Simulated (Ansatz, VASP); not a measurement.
## One calculation of P, two programs

```xyz
1
Lattice="4.0593 0.0000 0.0000 0.0000 4.0593 0.0000 0.0000 0.0000 4.1591" Properties=species:S:1:pos:R:3 pbc="T T T"
P     0.0000    0.0000    0.0000
```

Change from the starting cell: strain -0.050 along x and y, -0.050 along z, atoms carried along.

Alike in both runs: task single point; functional PBEsol; k mesh 12 × 12 × 12; occupations gaussian, width 0.15 eV; no spin polarisation.

|  | VASP | Ansatz |
| --- | --- | --- |
| version | VASP 6.6.1 | Ansatz 0.2.0 |
| potentials or method | VASP PAW PBE potentials, release 64 (P), cutoff 520 eV | scalar-relativistic, plane waves, PAW |
| valence electrons in the cell | 5 | 5 |

```csv
,VASP,Ansatz,Ansatz less VASP
gap on the k mesh at the Fermi level (eV),none,none,-
pressure (GPa),-5.4,-5.4,+0.01
"traceless stress, the component that is largest in VASP (GPa)",0.34,0.34,0.000
```

VASP's potentials were made for PBE, not for PBEsol. A gap of «none» marks a metal or a gap that the smearing closes. With one functional, cell and mesh, what is left measures potentials, basis and numerics.
